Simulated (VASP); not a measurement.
# Re (P6_3/mmc) in VASP: a series of runs

Re is run at these levels: PBE; tasks: single point.

All numbers are computed with VASP 6.6.1; they aren't measurements. Logs are shortened: lines on timing, memory, paths and dates and some standing lists are left out, and cuts for length are marked.

## (1) The cell of the first run

The structure is hexagonal, space group P6_3/mmc (No. 194). Conventional cell: a = 2.802 Å, b = 2.802 Å, c = 4.529 Å, α = 90.00°, β = 90.00°, γ = 120.00°. Within 3.7 Å of Re (site symmetry -6m2) lie 12 Re at 2.78 to 2.80 Å.

## (2) Single point, PBE (15.40 Å³/atom)

Input file INCAR:

```
SYSTEM = Re
PREC = Accurate
ENCUT = 520
EDIFF = 1E-7
ISMEAR = 0
SIGMA = 0.1
LREAL = .False.
LASPH = .True.
NELM = 60
ALGO = Normal
ISIF = 2
LWAVE = .False.
LCHARG = .False.
GGA = PE
NBANDS = 14
```

Input file KPOINTS:

```
regular mesh
0
Gamma
  18 18 10
  0 0 0
```

Input file POSCAR:

```
Re
1.0
    2.8023629887      0.0000000000      0.0000000000
   -1.4011814943      2.4269175388      0.0000000000
    0.0000000000      0.0000000000      4.5285281584
Re
2
Direct
    0.3333333333      0.6666666667      0.2500000000
    0.6666666667      0.3333333333      0.7500000000
```

Potentials or basis: VASP PAW PBE potentials, release 64 (Re).

Started as:

```sh
$ cat potpaw_PBE.64/Re/POTCAR > POTCAR
$ mpirun -np 1 vasp_std > vasp.out
```

OUTCAR:

```text
SYSTEM = Re
   PREC = Accurate
   ENCUT = 520
   EDIFF = 1E-7
   ISMEAR = 0
   LREAL = .False.
   LASPH = .True.
   NELM = 60
   ISIF = 2
   GGA = PE

 ion  position               nearest neighbor table
   1  0.333  0.667  0.250-   2 2.78   2 2.78   2 2.78   2 2.78   2 2.78   2 2.78
   2  0.667  0.333  0.750-   1 2.78   1 2.78   1 2.78   1 2.78   1 2.78   1 2.78

  LATTYP: Found a hexagonal cell.
 ALAT       =     2.8023629887
 C/A-ratio  =     1.6159677303

  Lattice vectors:

 A1 = (   2.8023629887,   0.0000000000,   0.0000000000)
 A2 = (  -1.4011814943,   2.4269175388,   0.0000000000)
 A3 = (   0.0000000000,   0.0000000000,   4.5285281584)

Analysis of symmetry for initial positions (statically):
=====================================================================
 Subroutine PRICEL returns:
 Original cell was already a primitive cell.

 Routine SETGRP: Setting up the symmetry group for a
 hexagonal supercell.

 Subroutine GETGRP returns: Found 24 space group operations
 (whereof 12 operations were pure point group operations)
 out of a pool of 24 trial point group operations.

The static configuration has the point symmetry D_3d.
 The point group associated with its full space group is D_6h.

Analysis of symmetry for dynamics (positions and initial velocities):
=====================================================================
 Subroutine PRICEL returns:
 Original cell was already a primitive cell.

 Routine SETGRP: Setting up the symmetry group for a
 hexagonal supercell.

 Subroutine GETGRP returns: Found 24 space group operations
 (whereof 12 operations were pure point group operations)
 out of a pool of 24 trial point group operations.

The dynamic configuration has the point symmetry D_3d.
 The point group associated with its full space group is D_6h.

 Subroutine INISYM returns: Found 24 space group operations
 (whereof 12 operations are pure point group operations),
 and found     1 'primitive' translations

----------------------------------------------------------------------------------------

                                     Primitive cell

  volume of cell :      30.7990

  direct lattice vectors                    reciprocal lattice vectors
     2.802362989  0.000000000  0.000000000     0.356841710  0.206022657  0.000000000
    -1.401181494  2.426917539  0.000000000     0.000000000  0.412045314  0.000000000
     0.000000000  0.000000000  4.528528158     0.000000000  0.000000000  0.220822299

  length of vectors
     2.802362989  2.802362989  4.528528158     0.412045314  0.412045314  0.220822299

  position of ions in fractional coordinates (direct lattice)
     0.333333333  0.666666667  0.250000000
     0.666666667  0.333333333  0.750000000

  ion indices of the primitive-cell ions
   primitive index   ion index
                 1           1
                 2           2

----------------------------------------------------------------------------------------

 KPOINTS: regular mesh

Automatic generation of k-mesh.
 Grid dimensions read from file:
 generate k-points for:   18   18   10

 Generating k-lattice:

  Cartesian coordinates                     Fractional coordinates (reciprocal lattice)
     0.019824539  0.011445703  0.000000000     0.055555556  0.000000000  0.000000000
     0.000000000  0.022891406  0.000000000     0.000000000  0.055555556  0.000000000
     0.000000000  0.000000000  0.022082230     0.000000000  0.000000000  0.100000000

  Length of vectors
     0.022891406  0.022891406  0.022082230

  Shift w.r.t. Gamma in fractional coordinates (k-lattice)
     0.000000000  0.000000000  0.000000000

 Subroutine IBZKPT returns following result:
 ===========================================

 Found    222 irreducible k-points:

 Following reciprocal coordinates:
            Coordinates               Weight
  0.000000  0.000000  0.000000      1.000000
  0.055556  0.000000  0.000000      6.000000
  0.111111  0.000000  0.000000      6.000000
  0.166667  0.000000  0.000000      6.000000
  0.222222  0.000000  0.000000      6.000000
  0.277778  0.000000  0.000000      6.000000
[... 16 lines left out ...]
  0.333333  0.111111  0.000000     12.000000
  0.388889  0.111111  0.000000     12.000000
 [... further k-points ...]
   k-points           NKPTS =    222   k-points in BZ     NKDIM =    222   number of bands    NBANDS=     14
   number of dos      NEDOS =    301   number of ions     NIONS =      2
   total plane-waves  NPLWV =  20736
   dimension x,y,z NGX =    24 NGY =   24 NGZ =   36
   dimension x,y,z NGXF=    48 NGYF=   48 NGZF=   72
   ions per type =               2
   NGX,Y,Z   is equivalent  to a cutoff of  14.24, 14.24, 13.22 a.u.
   NGXF,Y,Z  is equivalent  to a cutoff of  28.48, 28.48, 26.43 a.u.
 SYSTEM =  Re
   PREC   = accura    normal or accurate (medium, high low for compatibility)
   ISTART =      0    job   : 0-new  1-cont  2-samecut
   ICHARG =      2    charge: 1-file 2-atom 10-const
   ISPIN  =      1    spin polarized calculation?
   LNONCOLLINEAR =      F non collinear calculations
   LSORBIT =      F    spin-orbit coupling
   LASPH  =      T    aspherical Exc in radial PAW
   ENCUT  =  520.0 eV  38.22 Ry    6.18 a.u.   5.21  5.21  8.42*2*pi/ulx,y,z
   NELM   =     60;   NELMIN=  2; NELMDL= -5     # of ELM steps
   EDIFF  = 0.1E-06   stopping-criterion for ELM
   LREAL  =      F    real-space projection
   EDIFFG = 0.1E-05   stopping-criterion for IOM
   NSW    =      0    number of steps for IOM
   IBRION =     -1    ionic relax: 0-MD 1-quasi-New 2-CG
   NFREE  =      0    steps in history (QN), initial steepest desc. (CG)
   ISIF   =      2    stress and relaxation
   ISYM   =      2    0-nonsym 1-usesym 2-fastsym
   POTIM  = 0.5000    time-step for ionic-motion
   TEBEG  =    0.0;   TEEND  =   0.0 temperature during run
   PSTRESS=    0.0 pullay stress
   NELECT =      14.0000    total number of electrons
   NUPDOWN=      -1.0000    fix difference up-down
   EMIN   =  10.00;   EMAX   =-10.00  energy-range for DOS
   EFERMI =   0.00;   METHOD = LEGACY
   ISMEAR =     0;   SIGMA  =   0.10  broadening in eV -4-tet -1-fermi 0-gaus
   EFERMI_NEDOS =   21; number of points for ismear=-14 and -15
   IALGO  =     38    algorithm
   IMIX   =      4    mixing-type and parameters
     AMIX     =   0.40;   BMIX     =  1.00
     AMIX_MAG =   1.60;   BMIX_MAG =  1.00
  volume/ion in A,a.u.               =      15.40       103.92
  Fermi-wavevector in a.u.,A,eV,Ry     =   1.258748  2.378688 21.557693  1.584446
  Thomas-Fermi vector in A             =   2.392342
   LORBIT       =      0    0 simple, 1 ext, 2 COOP (PROOUT), +10 PAW based schemes
   GGA     = PE    functional components
   LHFCALC =     F    Hartree Fock is set to
   AEXX    =    0.0000 exact exchange contribution
   IVDW    =     0    specifies the selected vdW correction
   LEPSILON=     F    determine dielectric tensor
   LRPA    =     F    only Hartree local field effects (RPA)
 non-spin polarized calculation
 Gauss-broadening in eV      SIGMA  =   0.10
  energy-cutoff  :      520.00
  volume of cell :       30.80
 maximum number of plane-waves:       848
 NGX is ok and might be reduce to    24
   NGX = 11   NGY = 11   NGZ = 17

 number of electron      14.0000000 magnetization

 Free energy of the ion-electron system (eV)
  ---------------------------------------------------
  ext. energy  EPLUGINS =         0.00000000
  ---------------------------------------------------
  free energy    TOTEN  =       -24.82275873 eV

  energy without entropy =      -24.81409376  energy(sigma->0) =      -24.81842624

 E-fermi :   7.3176     XC(G=0): -13.4804

 val. band max:        7.3034039384   @ k =   0.3889   0.2222   0.3000
 cond. band min:       7.3202430520   @ k =   0.3333   0.1667   0.4000
 fundamental gap:      0.0168391136
 Fermi energy:         7.3175822641

 k-point     1 :       0.0000    0.0000    0.0000
  band No.  band energies     occupation
      1      -2.2193      2.00000
      2       1.0367      2.00000
      3       5.8552      2.00000
      4       5.8692      2.00000
      5       5.8692      2.00000
      6       6.6437      2.00000
      7       6.6437      2.00000
      8       7.5203      0.00414
      9       7.5203      0.00414
     10       7.8592      0.00000
     11      10.4877      0.00000
     12      10.4877      0.00000
     13      16.7411      0.00000
     14      21.4198      0.00000

 k-point     2 :       0.0556    0.0000    0.0000
  band No.  band energies     occupation
      1      -2.0988      2.00000
      2       1.1504      2.00000
      3       5.5216      2.00000
      4       5.9783      2.00000
      5       6.1635      2.00000
      6       6.5583      2.00000
      7       6.7466      2.00000
      8       7.2596      1.58782
      9       7.4286      0.11637
     10       7.5796      0.00021
     11      10.5486      0.00000
     12      11.0387      0.00000
     13      16.7311      0.00000
     14      21.6830      0.00000

 k-point     3 :       0.1111    0.0000    0.0000
  band No.  band energies     occupation
      1      -1.7472      2.00000
      2       1.4705      2.00000
      3       5.1230      2.00000
      4       6.2749      2.00000
      5       6.3015      2.00000
      6       6.3837      2.00000
      7       6.5458      2.00000
      8       7.0503      1.99984
      9       7.1869      1.93545
     10       7.3716      0.44492
     11      10.7005      0.00000
     12      12.1646      0.00000
     13      16.6800      0.00000
     14      22.4015      0.00000

 k-point     4 :       0.1667    0.0000    0.0000
  band No.  band energies     occupation
      1      -1.1947      2.00000
      2       1.9200      2.00000
      3       4.7295      2.00000
      4       5.4376      2.00000
      5       5.9772      2.00000
      6       6.8268      2.00000
      7       6.8632      2.00000
      8       6.9683      2.00000
      9       7.1283      1.99257
     10       7.5409      0.00159
     11      10.8846      0.00000
     12      13.4542      0.00000
     13      16.5527      0.00000
     14      23.1941      0.00000

 k-point     5 :       0.2222    0.0000    0.0000
  band No.  band energies     occupation
      1      -0.4978      2.00000
      2       2.3135      2.00000
      3       4.4988      2.00000
      4       4.5663      2.00000
      5       5.7159      2.00000
      6       6.5180      2.00000
      7       6.8560      2.00000
      8       7.5319      0.00244
      9       7.5449      0.00130
     10       8.1920      0.00000
     11      11.0558      0.00000
[... 276 lines left out ...]
 k-point    22 :       0.2778    0.1111    0.0000
  band No.  band energies     occupation
      1       1.2643      2.00000
      2       2.5963      2.00000
      3       3.1767      2.00000
      4       4.3756      2.00000
      5       5.5119      2.00000
      6       5.9878      2.00000
      7       6.5285      2.00000
      8       8.6061      0.00000
      9       9.7275      0.00000
     10      10.6580      0.00000
     11      11.0865      0.00000
     12      16.1299      0.00000
     13      17.8468      0.00000
     14      18.7326      0.00000

 k-point    23 :       0.3333    0.1111    0.0000
  band No.  band energies     occupation
      1       1.7585      2.00000
      2       2.3608      2.00000
      3       2.7723      2.00000
      4       4.7312      2.00000
      5       5.4166      2.00000
      6       6.2395      2.00000
      7       6.4147      2.00000
      8       9.4592      0.00000
      9      10.4425      0.00000
     10      11.1211      0.00000
     11      11.6628      0.00000
     12      16.3626      0.00000
     13      16.9411      0.00000
     14      18.8991      0.00000

 k-point    24 :       0.3889    0.1111    0.0000
  band No.  band energies     occupation
      1       2.0087      2.00000
      2       2.1917      2.00000
      3       2.5239      2.00000
      4       5.1080      2.00000
      5       5.3916      2.00000
      6       6.0221      2.00000
      7       6.7307      2.00000
      8      10.3266      0.00000
      9      10.8858      0.00000
     10      11.1387      0.00000
     11      12.5963      0.00000
     12      15.2496      0.00000
     13      17.0165      0.00000
     14      18.1764      0.00000

 [... further k-points ...]

------------------------ aborting loop because EDIFF is reached ----------------------------------------

  FORCE on cell =-STRESS in cart. coord.  units (eV):
  Direction    XX          YY          ZZ          XY          YZ          ZX
  --------------------------------------------------------------------------------------
  -------------------------------------------------------------------------------------
  Total       -2.0566400     -2.0566400     -2.1051104     -0.0000000     -0.0000000      0.0000000
  in kB     -106.9873369   -106.9873369   -109.5087908     -0.0000000     -0.0000000      0.0000000
  external PRESSURE =    -107.8278215 kB  Pullay stress =       0.0000000 kB

 VOLUME and BASIS-vectors are now :
 -----------------------------------------------------------------------------
  energy-cutoff  :      520.00
  volume of cell :       30.80
      direct lattice vectors                 reciprocal lattice vectors
     2.802362989  0.000000000  0.000000000     0.356841710  0.206022657  0.000000000
    -1.401181494  2.426917539  0.000000000     0.000000000  0.412045314  0.000000000
     0.000000000  0.000000000  4.528528158     0.000000000  0.000000000  0.220822299

 POSITION                                       TOTAL-FORCE (eV/Angst)
 -----------------------------------------------------------------------------------
     -0.00000      1.61795      1.13213        -0.000000      0.000000      0.000000
      1.40118      0.80897      3.39640         0.000000     -0.000000      0.000000
 -----------------------------------------------------------------------------------
    total drift:                               -0.000000      0.000000     -0.000000

  FREE ENERGIE OF THE ION-ELECTRON SYSTEM (eV)
  ---------------------------------------------------
  free  energy   TOTEN  =       -24.8227587305 eV

  energy  without entropy=      -24.8140937566  energy(sigma->0) =      -24.81842624
```

Run time: 2.9 min. Hardware: 1 thread of Intel Xeon 8259CL, shared host; peak memory 0.22 GiB.

Results:

```
Free energy            : -24.8228 eV
Pressure               : -10.8 GPa
Band gap on the k mesh : zero (bands 7 and 8 overlap by 2.92 eV)
```

Caveat: the cell stands under tension; spin-orbit coupling is left out, which moves the levels of the heavy elements.

## (3) Single point, PBE (15.85 Å³/atom)

This run uses another cell than the first one, of 15.85 Å³/atom.

Input file INCAR:

```
SYSTEM = Re
PREC = Accurate
ENCUT = 520
EDIFF = 1E-7
ISMEAR = 0
SIGMA = 0.1
LREAL = .False.
LASPH = .True.
NELM = 100
ALGO = Normal
ISIF = 2
LWAVE = .False.
LCHARG = .True.
GGA = PE
LELF = .True.
LVHAR = .True.
NBANDS = 14
```

KPOINTS is that of step 2.

Input file POSCAR:

```
Re
1.0
    2.8298194032      0.0000000000      0.0000000000
   -1.4149097016      2.4506954913      0.0000000000
    0.0000000000      0.0000000000      4.5704298764
Re
2
Direct
    0.3333333333      0.6666666667      0.2500000000
    0.6666666667      0.3333333333      0.7500000000
```

Potentials or basis: VASP PAW PBE potentials, release 64 (Re).

Started as:

```sh
$ cat potpaw_PBE.64/Re/POTCAR > POTCAR
$ mpirun -np 1 vasp_std > vasp.out
```

It took 3.2 min on 1 thread of Intel Xeon 8259CL, shared host; peak memory 0.22 GiB.

Results (log left out):

| Property | Result |
| --- | --- |
| Free energy | -24.7383 eV |
| Pressure | -19.4 GPa |
| Band gap on the k mesh | zero (bands 7 and 8 overlap by 2.79 eV) |

Stress tensor (GPa, compression positive):
```
-19.38   0.00   0.00
  0.00 -19.38   0.00
  0.00   0.00 -19.55
```

Levels at points of the mesh, in eV from the Fermi level:
```tsv
k point	band 3	band 4	band 5	band 6	band 7	band 8	band 9	band 10	band 11	band 12
(0.00, 0.00, 0.00)	-1.39	-1.38	-1.38	-0.64	-0.64	0.19	0.19	0.51	3.04	3.04
(0.50, 0.00, 0.00)	-4.71	-1.70	-1.68	-1.25	-0.55	3.55	3.90	4.02	5.44	6.42
(0.00, 0.00, 0.50)	-2.15	-2.15	-1.50	-1.50	-1.50	-1.50	2.29	2.29	2.29	2.29
(0.50, 0.00, 0.50)	-3.66	-3.66	0.39	0.39	0.81	0.81	3.82	3.82	4.31	4.31
```

Caveat: the cell stands under tension; spin-orbit coupling is left out, which moves the levels of the heavy elements.
